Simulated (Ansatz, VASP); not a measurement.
MoS2 in VASP and in Ansatz

```xyz
3
Lattice="3.1494 0.0000 0.0000 -1.5747 2.7275 0.0000 0.0000 0.0000 6.6448" Properties=species:S:1:pos:R:3 pbc="T T T"
Mo    0.0000    0.0000    0.0000
S     0.0000    1.8183    1.8168
S     0.0000    1.8183    4.8280
```

Alike in both runs: task single point; functional PBE; dispersion D3(BJ); k mesh 12 × 12 × 4; occupations gaussian, width 0.05 eV; no spin polarisation.

|  | VASP | Ansatz |
| --- | --- | --- |
| version | VASP 6.6.1 | Ansatz 0.2.0 |
| potentials or method | VASP PAW PBE potentials, release 64 (Mo_sv, S), cutoff 500 eV | scalar-relativistic, plane waves, PAW |
| valence electrons in the cell | 26 | 26 |

```tsv
	VASP	Ansatz	Ansatz less VASP
gap on the k mesh at the Fermi level (eV)	0.57	0.57	-0.001
least direct gap on the mesh (eV)	1.35	1.33	-0.012
pressure (GPa)	-16.2	-16.2	+0.05
traceless stress, the component that is largest in VASP (GPa)	-14.20	-14.18	+0.019
rms of the force components (eV/Å)	1.733	1.729	-0.0035
```

Atom by atom the forces differ by 0.004 eV/Å (rms over components).
